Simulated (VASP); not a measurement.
Ir: single point with PBE

Crystal: Ir.

```
CELL_PARAMETERS angstrom
1.37569 -2.38276 4.46229
1.37569 -2.38276 -4.46229
2.75138 4.76553 0.00000
ATOMIC_POSITIONS crystal
Ir 0.04945 0.30918 0.33090
Ir 0.54605 0.78587 0.34956
Ir 0.01439 0.27984 0.79193
Ir 0.55054 0.80904 0.83795
Ir 0.46662 0.20872 0.16817
Ir 0.96718 0.71314 0.16294
Ir 0.44108 0.19256 0.68177
Ir 0.96469 0.70165 0.67677
```

This cell differs from its parent crystal: atoms moved at random.

```json
{
 "Program": "VASP 6.6.1",
 "Task": "single point",
 "Functional": "PBE",
 "Potentials or basis": "VASP PAW PBE potentials, release 64 (Ir)",
 "Cutoff": "520 eV",
 "k mesh": "6 × 6 × 6",
 "Occupations": "gaussian, width 0.15 eV",
 "Spin": "no spin polarisation",
 "Dipole correction": "no",
 "Further INCAR settings": "ALGO = Fast; EDIFF = 1e-06; NBANDS = 46"
}
```

The pressure is 3.3 GPa and the largest force is 2.963 eV/Å. The band gap on the k mesh is zero (band 36 reaches 10.63 eV, above the bottom of band 37 at 9.36 eV).

Forces on the atoms (eV/Å):
```
Ir  -0.621  0.324  0.941
Ir  -1.129 -1.389 -0.176
Ir   2.303  1.591  0.970
Ir  -0.242  0.923  1.195
Ir   0.212  0.693 -0.467
Ir   0.077  0.456 -0.436
Ir  -0.223 -2.026 -0.720
Ir  -0.376 -0.572 -1.307
```

Stress tensor (GPa, compression positive):
```
 2.35  0.36 -0.01
 0.36  4.30  1.13
-0.01  1.13  3.17
```

Levels at points of the mesh, in eV from the Fermi level:
```
           k point  band 34  band 35  band 36  band 37  band 38  band 39
(0.00, 0.00, 0.00)     0.07     0.41     0.67     0.69     0.79     0.84
(0.50, 0.00, 0.00)    -1.13    -1.10    -0.62    -0.43    -0.29     0.27
(0.00, 0.50, 0.50)    -1.23    -0.88    -0.63    -0.57    -0.41     0.30
(0.00, 0.50, 0.00)    -1.12    -1.07    -0.68    -0.44    -0.26     0.32
(0.50, 0.00, 0.50)    -1.21    -0.80    -0.74    -0.60    -0.38     0.31
(0.50, 0.50, 0.00)    -0.24     0.51     0.61     0.79     0.84     0.86
(0.00, 0.00, 0.50)    -1.58    -1.18    -0.96     0.49     0.67     0.73
(0.50, 0.50, 0.50)    -0.71    -0.30    -0.26    -0.15     0.03     0.31
```

Run time: 32 min on 1 thread of AMD EPYC 7R13, with other jobs on the host, peak memory 0.5 GiB.

Caveat: the cell differs from its parent crystal (atoms moved at random); spin-orbit coupling is left out, which moves the levels of the heavy elements; forces of over 1 eV/Å act on the atoms, so gaps and moduli don't describe the material at rest.
